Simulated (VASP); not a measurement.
# Cs2Sn2SBr4 (a cell with a defect): single point with revPBE

The system is Cs2Sn2SBr4 (a cell with a defect).

```
CELL_PARAMETERS angstrom
11.50000 0.00000 0.00000
0.00000 5.75000 0.00000
0.00000 0.00000 5.75000
ATOMIC_POSITIONS crystal
Cs 0.00155 0.00023 0.99556
Cs 0.49895 0.00069 0.99730
Sn 0.24933 0.49370 0.50165
Sn 0.74728 0.49866 0.50673
Br 0.75085 0.50515 0.00238
Br 0.00028 0.50048 0.49604
Br 0.25312 0.99660 0.49877
Br 0.75102 0.99383 0.50676
S 0.49982 0.49745 0.49812
```

| Property | Result |
| --- | --- |
| Program | VASP 6.6.1 |
| Task | single point |
| Functional | revPBE |
| Potentials or basis | VASP PAW PBE potentials, release 64 (Cs_sv, Sn_d, Br, S) |
| Cutoff | 520 eV |
| k mesh | 2 × 2 × 2, shifted |
| Occupations | fermi-dirac, width 0.05 eV |
| Spin | no spin polarisation |
| Dipole correction | no |
| Charge | 2 |
| Further INCAR settings | ALGO = Normal; EDIFF = 1e-06; NBANDS = 50; NELECT = 78.0 |

The largest force is 0.674 eV/Å.

Forces on the atoms (eV/Å):
```
Cs  -0.205 -0.005  0.018
Cs   0.201 -0.007  0.015
Sn   0.588 -0.005 -0.008
Sn  -0.673  0.030  0.021
Br  -0.159 -0.020 -0.033
Br   0.136 -0.012  0.000
Br  -0.030  0.008  0.011
Br  -0.131 -0.008 -0.009
S    0.272  0.019 -0.014
```

Levels at points of the mesh, in eV from the Fermi level:
```csv
k point,band 37,band 38,band 39,band 40,band 41,band 42
"(0.25, 0.25, 0.25)",-0.61,-0.27,-0.07,0.07,1.90,3.50
```

It took 2.2 min on 1 thread of AMD EPYC 7R43 64-Core Processor (Zen 3) (shared host), peak memory 0.49 GiB.

Caveat: the k points lie up to 0.55 Å⁻¹ apart; the cell carries a net charge on a neutralising background, which shifts energy and pressure; the cell is charged against a uniform background, so pressure and absolute levels hang on convention; the PAW data sets were made with another functional, which shifts forces and pressure a little; spin-orbit coupling is left out, which moves the levels of the heavy elements.
